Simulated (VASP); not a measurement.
# Sb (Im-3m) in VASP: further runs, part 2 of 3

VASP 6.6.1.

## (4) Single point, PBEsol

This run uses another cell than the first one, of 25.94 Å³/atom, 1.087 times its volume.

Contents of INCAR:

```
SYSTEM = Sb
PREC = Accurate
ENCUT = 520
EDIFF = 1E-7
ISMEAR = -1
SIGMA = 0.05
LREAL = .FALSE.
LASPH = .TRUE.
NELM = 100
ALGO = Normal
ISIF = 2
LWAVE = .FALSE.
LCHARG = .TRUE.
GGA = PS
LELF = .TRUE.
LVHAR = .TRUE.
NBANDS = 8
```

Contents of KPOINTS:

```
Automatic mesh
0
G
  16 16 16
  0 0 0
```

Contents of POSCAR:

```
Sb
1.0
   -1.8648078796      1.8648078796      1.8648078796
    1.8648078796     -1.8648078796      1.8648078796
    1.8648078796      1.8648078796     -1.8648078796
Sb
1
Direct
    0.0000000000      0.0000000000      0.0000000000
```

Potentials or basis: VASP PAW PBE potentials, release 64 (Sb).

Launch:

```console
cat potpaw_PBE.64/Sb/POTCAR > POTCAR
mpirun -np 1 vasp_std > vasp.out
```

OUTCAR:

```text
SYSTEM = Sb
   PREC = Accurate
   ENCUT = 520
   EDIFF = 1E-7
   ISMEAR = -1
   LREAL = .FALSE.
   LASPH = .TRUE.
   NELM = 100
   ISIF = 2
   GGA = PS

 ion  position               nearest neighbor table
   1  0.000  0.000  0.000-

  LATTYP: Found a body centered cubic cell.
 ALAT       =     3.7296157592

  Lattice vectors:

 A1 = (  -1.8648078796,   1.8648078796,   1.8648078796)
 A2 = (   1.8648078796,  -1.8648078796,   1.8648078796)
 A3 = (   1.8648078796,   1.8648078796,  -1.8648078796)

Analysis of symmetry for initial positions (statically):
=====================================================================
 Subroutine PRICEL returns:
 Original cell was already a primitive cell.

 Routine SETGRP: Setting up the symmetry group for a
 body centered cubic supercell.

 Subroutine GETGRP returns: Found 48 space group operations
 (whereof 48 operations were pure point group operations)
 out of a pool of 48 trial point group operations.

The static configuration has the point symmetry O_h .

Analysis of symmetry for dynamics (positions and initial velocities):
=====================================================================
 Subroutine PRICEL returns:
 Original cell was already a primitive cell.

 Routine SETGRP: Setting up the symmetry group for a
 body centered cubic supercell.

 Subroutine GETGRP returns: Found 48 space group operations
 (whereof 48 operations were pure point group operations)
 out of a pool of 48 trial point group operations.

The dynamic configuration has the point symmetry O_h .

 Subroutine INISYM returns: Found 48 space group operations
 (whereof 48 operations are pure point group operations),
 and found     1 'primitive' translations

----------------------------------------------------------------------------------------

                                     Primitive cell

  volume of cell :      25.9395

  direct lattice vectors                    reciprocal lattice vectors
    -1.864807880  1.864807880  1.864807880     0.000000000  0.268124135  0.268124135
     1.864807880 -1.864807880  1.864807880     0.268124135  0.000000000  0.268124135
     1.864807880  1.864807880 -1.864807880     0.268124135  0.268124135  0.000000000

  length of vectors
     3.229941994  3.229941994  3.229941994     0.379184788  0.379184788  0.379184788

  position of ions in fractional coordinates (direct lattice)
     0.000000000  0.000000000  0.000000000

  ion indices of the primitive-cell ions
   primitive index   ion index
                 1           1

----------------------------------------------------------------------------------------

 KPOINTS: Automatic mesh

Automatic generation of k-mesh.
 Grid dimensions read from file:
 generate k-points for:   16   16   16

 Generating k-lattice:

  Cartesian coordinates                     Fractional coordinates (reciprocal lattice)
     0.000000000  0.016757758  0.016757758     0.062500000  0.000000000  0.000000000
     0.016757758  0.000000000  0.016757758     0.000000000  0.062500000  0.000000000
     0.016757758  0.016757758  0.000000000     0.000000000  0.000000000  0.062500000

  Length of vectors
     0.023699049  0.023699049  0.023699049

  Shift w.r.t. Gamma in fractional coordinates (k-lattice)
     0.000000000  0.000000000  0.000000000

 Subroutine IBZKPT returns following result:
 ===========================================

 Found    145 irreducible k-points:

 Following reciprocal coordinates:
            Coordinates               Weight
  0.000000  0.000000  0.000000      1.000000
  0.062500  0.000000  0.000000     12.000000
  0.125000  0.000000  0.000000     12.000000
  0.187500  0.000000  0.000000     12.000000
  0.250000  0.000000  0.000000     12.000000
  0.312500  0.000000  0.000000     12.000000
[... 16 lines left out ...]
  0.187500  0.187500  0.000000     24.000000
  0.250000  0.187500 -0.000000     48.000000
 [... further k-points ...]
   k-points           NKPTS =    145   k-points in BZ     NKDIM =    145   number of bands    NBANDS=      8
   number of dos      NEDOS =    301   number of ions     NIONS =      1
   total plane-waves  NPLWV =  13824
   dimension x,y,z NGX =    24 NGY =   24 NGZ =   24
   dimension x,y,z NGXF=    48 NGYF=   48 NGZF=   48
   ions per type =               1
   NGX,Y,Z   is equivalent  to a cutoff of  12.35, 12.35, 12.35 a.u.
   NGXF,Y,Z  is equivalent  to a cutoff of  24.71, 24.71, 24.71 a.u.
 SYSTEM =  Sb
   PREC   = accura    normal or accurate (medium, high low for compatibility)
   ISTART =      0    job   : 0-new  1-cont  2-samecut
   ICHARG =      2    charge: 1-file 2-atom 10-const
   ISPIN  =      1    spin polarized calculation?
   LNONCOLLINEAR =      F non collinear calculations
   LSORBIT =      F    spin-orbit coupling
   LASPH  =      T    aspherical Exc in radial PAW
   ENCUT  =  520.0 eV  38.22 Ry    6.18 a.u.   6.01  6.01  6.01*2*pi/ulx,y,z
   NELM   =    100;   NELMIN=  2; NELMDL= -5     # of ELM steps
   EDIFF  = 0.1E-06   stopping-criterion for ELM
   LREAL  =      F    real-space projection
   EDIFFG = 0.1E-05   stopping-criterion for IOM
   NSW    =      0    number of steps for IOM
   IBRION =     -1    ionic relax: 0-MD 1-quasi-New 2-CG
   NFREE  =      0    steps in history (QN), initial steepest desc. (CG)
   ISIF   =      2    stress and relaxation
   ISYM   =      2    0-nonsym 1-usesym 2-fastsym
   POTIM  = 0.5000    time-step for ionic-motion
   TEBEG  =    0.0;   TEEND  =   0.0 temperature during run
   PSTRESS=    0.0 pullay stress
   NELECT =       5.0000    total number of electrons
   NUPDOWN=      -1.0000    fix difference up-down
   EMIN   =  10.00;   EMAX   =-10.00  energy-range for DOS
   EFERMI =   0.00;   METHOD = LEGACY
   ISMEAR =    -1;   SIGMA  =   0.05  broadening in eV -4-tet -1-fermi 0-gaus
   EFERMI_NEDOS =   21; number of points for ismear=-14 and -15
   IALGO  =     38    algorithm
   IMIX   =      4    mixing-type and parameters
     AMIX     =   0.40;   BMIX     =  1.00
     AMIX_MAG =   1.60;   BMIX_MAG =  1.00
  volume/ion in A,a.u.               =      25.94       175.05
  Fermi-wavevector in a.u.,A,eV,Ry     =   0.945680  1.787076 12.167828  0.894310
  Thomas-Fermi vector in A             =   2.073605
   LORBIT       =      0    0 simple, 1 ext, 2 COOP (PROOUT), +10 PAW based schemes
   GGA     = PS    functional components
   LHFCALC =     F    Hartree Fock is set to
   AEXX    =    0.0000 exact exchange contribution
   IVDW    =     0    specifies the selected vdW correction
   LEPSILON=     F    determine dielectric tensor
   LRPA    =     F    only Hartree local field effects (RPA)
 non-spin polarized calculation
  energy-cutoff  :      520.00
  volume of cell :       25.94
 maximum number of plane-waves:       715
   NGX = 13   NGY = 13   NGZ = 13

 number of electron       4.9999999 magnetization

 Free energy of the ion-electron system (eV)
  ---------------------------------------------------
  ext. energy  EPLUGINS =         0.00000000
  ---------------------------------------------------
  free energy    TOTEN  =        -4.38820212 eV

  energy without entropy =       -4.38265614  energy(sigma->0) =       -4.38542913

 E-fermi :   8.7420     XC(G=0): -10.4935

 val. band max:        8.7320200152   @ k =  -0.4375   0.5000   0.3125
 cond. band min:       8.8223087718   @ k =   0.1250   0.1250   0.0625
 fundamental gap:      0.0902887566
 Fermi energy:         8.7419866674

 k-point     1 :       0.0000    0.0000    0.0000
  band No.  band energies     occupation
      1      -4.3577      2.00000
      2      14.5769      0.00000
      3      14.5769      0.00000
      4      14.5769      0.00000
      5      19.5405      0.00000
      6      19.5405      0.00000
      7      19.5405      0.00000
      8      20.6312      0.00000
[... 243 lines left out ...]
 k-point    24 :       0.2500    0.1875   -0.0000
  band No.  band energies     occupation
      1      -1.3339      2.00000
      2       5.9709      2.00000
      3       8.4076      1.99751
      4      11.9091      0.00000
      5      17.0803      0.00000
      6      18.4597      0.00000
      7      20.9396      0.00000
      8      22.9911      0.00000

 [... further k-points ...]

------------------------ aborting loop because EDIFF is reached ----------------------------------------

  FORCE on cell =-STRESS in cart. coord.  units (eV):
  Direction    XX          YY          ZZ          XY          YZ          ZX
  --------------------------------------------------------------------------------------
  -------------------------------------------------------------------------------------
  Total       -0.0014819     -0.0014819     -0.0014819      0.0000000      0.0000000     -0.0000000
  in kB       -0.0915282     -0.0915282     -0.0915282      0.0000000      0.0000000     -0.0000000
  external PRESSURE =      -0.0915282 kB  Pullay stress =       0.0000000 kB

 VOLUME and BASIS-vectors are now :
 -----------------------------------------------------------------------------
  energy-cutoff  :      520.00
  volume of cell :       25.94
      direct lattice vectors                 reciprocal lattice vectors
    -1.864807880  1.864807880  1.864807880     0.000000000  0.268124135  0.268124135
     1.864807880 -1.864807880  1.864807880     0.268124135  0.000000000  0.268124135
     1.864807880  1.864807880 -1.864807880     0.268124135  0.268124135  0.000000000

 POSITION                                       TOTAL-FORCE (eV/Angst)
 -----------------------------------------------------------------------------------
      0.00000      0.00000      0.00000         0.000000     -0.000000     -0.000000
 -----------------------------------------------------------------------------------
    total drift:                                0.000000      0.000000      0.000000

  FREE ENERGIE OF THE ION-ELECTRON SYSTEM (eV)
  ---------------------------------------------------
  free  energy   TOTEN  =        -4.3882021163 eV

  energy  without entropy=       -4.3826561411  energy(sigma->0) =       -4.38542913
```

It took 9.1 s on 1 thread of Intel Xeon Platinum 8488C (Sapphire Rapids), shared host; peak memory 0.15 GiB.

Results:

- Free energy: -4.3882 eV
- Pressure: 0.0 GPa

Caveat: the PAW data sets were made with another functional, which shifts forces and pressure a little; spin-orbit coupling is left out, which moves the levels of the heavy elements.

[end of part 2 of 3]
